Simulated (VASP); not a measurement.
# Ga2O3 (C2/c) in VASP: further runs

Runs on Ga2O3. Level: r2SCAN. Tasks: single point.

All numbers are computed with VASP 6.6.1; they aren't measurements. Logs are shortened: lines on timing, memory, paths and dates and some standing lists are left out, and cuts for length are marked.

**1. The cell of the first run**

Symmetry: C2/c, No. 15, monoclinic system. The conventional cell has a = 8.636 Å, b = 4.985 Å, c = 5.217 Å, α = 90.00°, β = 120.88°, γ = 90.00°. Ga (site symmetry 1) has 6 O at 1.90 to 2.11 Å within 2.5 Å. Within 2.5 Å of O (site symmetry 2) lie 4 Ga at 1.90 to 2.07 Å. O (site symmetry 1) has 4 Ga at 1.92 to 2.11 Å within 2.5 Å.

**2. Single point, r2SCAN (strain +0.0450 x Voigt [0, 0, 0, 1, 0, 0])**

POSCAR reads:

```
Ga2O3
1.0
    2.4923023535      1.5397464336      4.5130425731
   -2.4923023535      1.5397464336      4.5130425731
    0.0000000000     -2.7770478705      4.4159147013
Ga O
4 6
Direct
    0.3554023483      0.3554023483      0.3554023483
    0.1445976517      0.1445976517      0.1445976517
    0.6445976517      0.6445976517      0.6445976517
    0.8554023483      0.8554023483      0.8554023483
    0.5536262452      0.9463737548      0.2500000000
    0.2500000000      0.5536262452      0.9463737548
    0.9463737548      0.2500000000      0.5536262452
    0.4463737548      0.0536262452      0.7500000000
    0.7500000000      0.4463737548      0.0536262452
    0.0536262452      0.7500000000      0.4463737548
```

INCAR.step1 reads:

```
SYSTEM = Ga2O3
ALGO = Normal ; EDIFF = 1E-4
ENCUT = 520 ; GGA = PE
ISMEAR = 0 ; LASPH = .TRUE.
LCHARG = .FALSE. ; LREAL = .FALSE.
LWAVE = .TRUE. ; NBANDS = 55
NELM = 60 ; PREC = Accurate
SIGMA = 0.05
```

INCAR.step2 reads:

```
SYSTEM = Ga2O3
ALGO = Normal ; EDIFF = 1E-7
ENCUT = 520 ; ISIF = 2
ISMEAR = 0 ; ISTART = 1
LASPH = .TRUE. ; LCHARG = .TRUE.
LELF = .TRUE. ; LMIXTAU = .TRUE.
LREAL = .FALSE. ; LVHAR = .TRUE.
LWAVE = .FALSE. ; METAGGA = R2SCAN
NBANDS = 55 ; NELM = 60
PREC = Accurate ; SIGMA = 0.05
```

KPOINTS reads:

```
k-points
0
G
  6 6 6
  0 0 0
```

Potentials or basis: VASP PAW PBE potentials, release 64 (Ga_d, O).

Started as:

```bash
$ cat potpaw_PBE.64/Ga_d/POTCAR potpaw_PBE.64/O/POTCAR > POTCAR
$ cp INCAR.step1 INCAR
$ mpirun -np 1 vasp_std > vasp.out
$ cp INCAR.step2 INCAR
$ mpirun -np 1 vasp_std > vasp.out
```

OUTCAR:

```text
SYSTEM = Ga2O3
   EDIFF = 1E-7
   ENCUT = 520
   ISIF = 2
   ISMEAR = 0
   ISTART = 1
   LASPH = .TRUE.
   LREAL = .FALSE.
   METAGGA = R2SCAN
   NELM = 60
   PREC = Accurate

 ion  position               nearest neighbor table
   1  0.355  0.355  0.355-   8 1.90  10 1.92   9 1.96   6 2.03   5 2.07   7 2.11   2 2.83   3 2.91

   2  0.145  0.145  0.145-   8 1.90   9 1.92  10 1.96   7 2.03   5 2.07   6 2.11   1 2.83   4 2.91

   3  0.645  0.645  0.645-   5 1.90   7 1.92   6 1.96   9 2.03   8 2.07  10 2.11   4 2.83   1 2.91

   4  0.855  0.855  0.855-   5 1.90   6 1.92   7 1.96  10 2.03   8 2.07   9 2.11   3 2.83   2 2.91

   5  0.554  0.946  0.250-   3 1.90   4 1.90   1 2.07   2 2.07
   6  0.250  0.554  0.946-   4 1.92   3 1.96   1 2.03   2 2.11
   7  0.946  0.250  0.554-   3 1.92   4 1.96   2 2.03   1 2.11
   8  0.446  0.054  0.750-   1 1.90   2 1.90   3 2.07   4 2.07
   9  0.750  0.446  0.054-   2 1.92   1 1.96   3 2.03   4 2.11
  10  0.054  0.750  0.446-   1 1.92   2 1.96   4 2.03   3 2.11

  LATTYP: Found a base centered monoclinic cell.
 ALAT       =     8.6357737088
 B/A-ratio  =     0.5772041829
 C/A-ratio  =     0.6040617712
 COS(beta)  =    -0.5131776744

  Lattice vectors:

 A1 = (   2.4923023535,   4.3167943041,   0.0971278718)
 A2 = (  -2.4923023535,   4.3167943041,   0.0971278718)
 A3 = (   0.0000000000,  -2.7770478705,   4.4159147013)

Analysis of symmetry for initial positions (statically):
=====================================================================
 Subroutine PRICEL returns:
 Original cell was already a primitive cell.

 Routine SETGRP: Setting up the symmetry group for a
 base centered monoclinic supercell.

 Subroutine GETGRP returns: Found  4 space group operations
 (whereof  2 operations were pure point group operations)
 out of a pool of  4 trial point group operations.

The static configuration has the point symmetry S_2 .
 The point group associated with its full space group is C_2h.

Analysis of symmetry for dynamics (positions and initial velocities):
=====================================================================
 Subroutine PRICEL returns:
 Original cell was already a primitive cell.

 Routine SETGRP: Setting up the symmetry group for a
 base centered monoclinic supercell.

 Subroutine GETGRP returns: Found  4 space group operations
 (whereof  2 operations were pure point group operations)
 out of a pool of  4 trial point group operations.

[... 124 lines left out ...]
   ISYM   =      2    0-nonsym 1-usesym 2-fastsym
   POTIM  = 0.5000    time-step for ionic-motion
   TEBEG  =    0.0;   TEEND  =   0.0 temperature during run
   PSTRESS=    0.0 pullay stress
   NELECT =      88.0000    total number of electrons
   NUPDOWN=      -1.0000    fix difference up-down
   EMIN   =  10.00;   EMAX   =-10.00  energy-range for DOS
   EFERMI =   0.00;   METHOD = LEGACY
   ISMEAR =     0;   SIGMA  =   0.05  broadening in eV -4-tet -1-fermi 0-gaus
   EFERMI_NEDOS =   21; number of points for ismear=-14 and -15
   IALGO  =     38    algorithm
   IMIX   =      4    mixing-type and parameters
     AMIX     =   0.40;   BMIX     =  1.00
     AMIX_MAG =   1.60;   BMIX_MAG =  1.00
  volume/ion in A,a.u.               =       9.64        65.03
  Fermi-wavevector in a.u.,A,eV,Ry     =   1.588294  3.001440 34.323099  2.522677
  Thomas-Fermi vector in A             =   2.687319
   LORBIT       =      0    0 simple, 1 ext, 2 COOP (PROOUT), +10 PAW based schemes
   METAGGA = R2SCAN    functional components
   LHFCALC =     F    Hartree Fock is set to
   AEXX    =    0.0000 exact exchange contribution
   IVDW    =     0    specifies the selected vdW correction
   LEPSILON=     F    determine dielectric tensor
   LRPA    =     F    only Hartree local field effects (RPA)
 non-spin polarized calculation
 Gauss-broadening in eV      SIGMA  =   0.05
  energy-cutoff  :      520.00
  volume of cell :       96.36
 maximum number of plane-waves:      2610
   NGX = 19   NGY = 19   NGZ = 19

 number of electron      87.9999998 magnetization

 Free energy of the ion-electron system (eV)
  ---------------------------------------------------
  ext. energy  EPLUGINS =         0.00000000
  ---------------------------------------------------
  free energy    TOTEN  =      -102.26033040 eV

  energy without entropy =     -102.26033040  energy(sigma->0) =     -102.26033040

 E-fermi :   4.4871     XC(G=0): -13.1620

 val. band max:        4.1765960219   @ k =  -0.1667   0.1667   0.0000
 cond. band min:       7.6808473283   @ k =   0.0000   0.0000   0.0000
 fundamental gap:      3.5042513064
 Fermi energy:         4.4871240154

 k-point     1 :       0.0000    0.0000    0.0000
  band No.  band energies     occupation
      1     -15.8133      2.00000
      2     -13.9605      2.00000
      3     -13.8953      2.00000
      4     -13.7400      2.00000
      5     -13.7339      2.00000
      6     -13.6575      2.00000
[... 1381 lines left out ...]
     54      16.6365      0.00000
     55      17.5229      0.00000

 [... further k-points ...]

------------------------ aborting loop because EDIFF is reached ----------------------------------------

  FORCE on cell =-STRESS in cart. coord.  units (eV):
  Direction    XX          YY          ZZ          XY          YZ          ZX
  --------------------------------------------------------------------------------------
  -------------------------------------------------------------------------------------
  Total        1.3327135      1.7117321      1.2495397      0.0000000     -2.9874284      0.0000000
  in kB       22.1581043     28.4597836     20.7752305      0.0000000    -49.6699003      0.0000000
  external PRESSURE =      23.7977061 kB  Pullay stress =       0.0000000 kB

 VOLUME and BASIS-vectors are now :
 -----------------------------------------------------------------------------
  energy-cutoff  :      520.00
  volume of cell :       96.36
      direct lattice vectors                 reciprocal lattice vectors
     2.492302353  1.539746434  4.513042573     0.200617714  0.114210652  0.071823953
    -2.492302353  1.539746434  4.513042573    -0.200617714  0.114210652  0.071823953
     0.000000000 -2.777047871  4.415914701     0.000000000 -0.233445422  0.079646214

 POSITION                                       TOTAL-FORCE (eV/Angst)
 -----------------------------------------------------------------------------------
      0.00000      0.10749      4.77732        -0.092958      0.324817     -0.028656
      0.00000      0.04373      1.94368        -0.092958     -0.324817      0.028656
      0.00000      0.19496      8.66468         0.092958     -0.324817      0.028656
      0.00000      0.25871     11.49832         0.092958      0.324817     -0.028656
     -0.97885      1.61536      7.87354        -0.170033      0.000000      0.000000
     -0.75673     -1.39074      7.80591         0.134810      0.114896      0.102243
      1.73557      0.30467      7.84405         0.134810     -0.114896     -0.102243
      0.97885     -1.31291      5.56846         0.170033      0.000000      0.000000
      0.75673      1.69319      5.63609        -0.134810     -0.114896     -0.102243
     -1.73557     -0.00222      5.59795        -0.134810      0.114896      0.102243
 -----------------------------------------------------------------------------------
    total drift:                               -0.000000     -0.000000      0.000000

  FREE ENERGIE OF THE ION-ELECTRON SYSTEM (eV)
  ---------------------------------------------------
  free  energy   TOTEN  =      -102.2603304020 eV

  energy  without entropy=     -102.2603304020  energy(sigma->0) =     -102.26033040
```

Wall time 15 min (1 thread of Intel Xeon 6975P-C (Granite Rapids), shared host); peak memory 0.43 GiB.

What came out:

```
Free energy            : -102.2603 eV
Pressure               : 2.4 GPa
Largest force          : 0.339 eV/Å
Band gap on the k mesh : 3.50 eV (least direct gap 3.79 eV)
```

Forces in eV/Å, atoms in the order of the input:
```
Ga  -0.093  0.325 -0.029
Ga  -0.093 -0.325  0.029
Ga   0.093 -0.325  0.029
Ga   0.093  0.325 -0.029
O   -0.170  0.000  0.000
O    0.135  0.115  0.102
O    0.135 -0.115 -0.102
O    0.170  0.000  0.000
O   -0.135 -0.115 -0.102
O   -0.135  0.115  0.102
```

Levels at points of the mesh, in eV from the valence-band top:
```csv
k point,band 40,band 41,band 42,band 43,band 44,band 45,band 46,band 47,band 48,band 49
"(0.00, 0.00, 0.00)",-0.36,-0.34,-0.34,-0.33,-0.28,3.50,7.48,7.61,9.74,10.71
"(0.50, 0.00, 0.00)",-1.18,-1.13,-0.99,-0.15,-0.15,7.12,7.26,7.47,7.53,10.64
"(0.50, 0.50, 0.00)",-1.11,-0.92,-0.68,-0.19,-0.19,7.33,7.47,8.38,8.58,9.55
"(0.00, 0.00, 0.50)",-1.21,-0.98,-0.98,-0.27,-0.27,7.15,7.15,7.52,7.52,10.74
"(0.50, 0.00, 0.50)",-1.04,-0.90,-0.77,-0.34,-0.18,7.32,7.54,8.41,8.52,9.56
"(0.50, 0.50, 0.50)",-1.48,-0.40,-0.40,-0.27,-0.27,6.59,6.59,8.69,8.69,10.28
```

Caveat: the cell differs from its parent crystal (strain +0.0450 x Voigt [0, 0, 0, 1, 0, 0]); the PAW data sets were made with another functional, which shifts forces and pressure a little. A k mesh can miss the band edges.

**3. Single point, r2SCAN (strain +0.0525 x Voigt [0, 0, 0, 1, 0, 0])**

POSCAR: that of step 2 with these lines changed.

```diff
@@ -2,5 +2,5 @@
 1.0
-    2.4923023535      1.5397464336      4.5130425731
-   -2.4923023535      1.5397464336      4.5130425731
-    0.0000000000     -2.7770478705      4.4159147013
+    2.4923023535      1.5565489334      4.5184385660
+   -2.4923023535      1.5565489334      4.5184385660
+    0.0000000000     -2.7602453707      4.4051227155
 Ga O
```

INCAR.step1 reads:

```
SYSTEM = Ga2O3
  PREC = Accurate
  ENCUT = 520
  ISMEAR = 0
  SIGMA = 0.05
  LREAL = .FALSE.
  LASPH = .TRUE.
  NELM = 60
  NBANDS = 55
  GGA = PE
  ALGO = Normal
  EDIFF = 1E-4
  LWAVE = .TRUE.
  LCHARG = .FALSE.
```

INCAR.step2 reads:

```
SYSTEM = Ga2O3
  PREC = Accurate
  ENCUT = 520
  EDIFF = 1E-6
  ISMEAR = 0
  SIGMA = 0.05
  LREAL = .FALSE.
  LASPH = .TRUE.
  NELM = 60
  ALGO = Normal
  ISIF = 2
  LWAVE = .FALSE.
  LCHARG = .TRUE.
  METAGGA = R2SCAN
  LMIXTAU = .TRUE.
  LELF = .TRUE.
  LVHAR = .TRUE.
  NBANDS = 55
  ISTART = 1
```

KPOINTS reads:

```
regular mesh
0
G
  6 6 6
  0 0 0
```

Potentials or basis: VASP PAW PBE potentials, release 64 (Ga_d, O).

Started as:

```bash
$ cat potpaw_PBE.64/Ga_d/POTCAR potpaw_PBE.64/O/POTCAR > POTCAR
$ cp INCAR.step1 INCAR
$ mpirun -np 1 vasp_std > vasp.out
$ cp INCAR.step2 INCAR
$ mpirun -np 1 vasp_std > vasp.out
```

Wall time 11 min (1 thread of Intel Xeon 6975P-C (Granite Rapids), shared host); peak memory 0.43 GiB.

It converged, with:

| Property | Result |
| --- | --- |
| Free energy | -102.2357 eV |
| Pressure | 2.6 GPa |
| Largest force | 0.395 eV/Å |
| Band gap on the k mesh | 3.50 eV (least direct gap 3.78 eV) |

Forces on the atoms (eV/Å):
```
Ga  -0.110  0.379 -0.026
Ga  -0.110 -0.379  0.026
Ga   0.110 -0.379  0.026
Ga   0.110  0.379 -0.026
O   -0.193  0.000  0.000
O    0.152  0.141  0.117
O    0.152 -0.141 -0.117
O    0.193  0.000  0.000
O   -0.152 -0.141 -0.117
O   -0.152  0.141  0.117
```

Stress tensor (GPa, compression positive):
```
 2.32  0.00  0.00
 0.00  3.10 -5.79
 0.00 -5.79  2.31
```

Levels at points of the mesh, in eV from the valence-band top:
```
           k point  band 42  band 43  band 44  band 45  band 46  band 47
(0.00, 0.00, 0.00)    -0.34    -0.34    -0.29     3.50     7.48     7.60
(0.50, 0.00, 0.00)    -0.99    -0.15    -0.15     7.10     7.26     7.46
(0.50, 0.50, 0.00)    -0.68    -0.20    -0.18     7.33     7.46     8.38
(0.00, 0.00, 0.50)    -0.97    -0.29    -0.29     7.14     7.14     7.51
(0.50, 0.00, 0.50)    -0.78    -0.35    -0.19     7.32     7.53     8.40
(0.50, 0.50, 0.50)    -0.42    -0.26    -0.26     6.58     6.58     8.69
```

Caveat: the cell differs from its parent crystal (strain +0.0525 x Voigt [0, 0, 0, 1, 0, 0]); the PAW data sets were made with another functional, which shifts forces and pressure a little. A k mesh can miss the band edges.
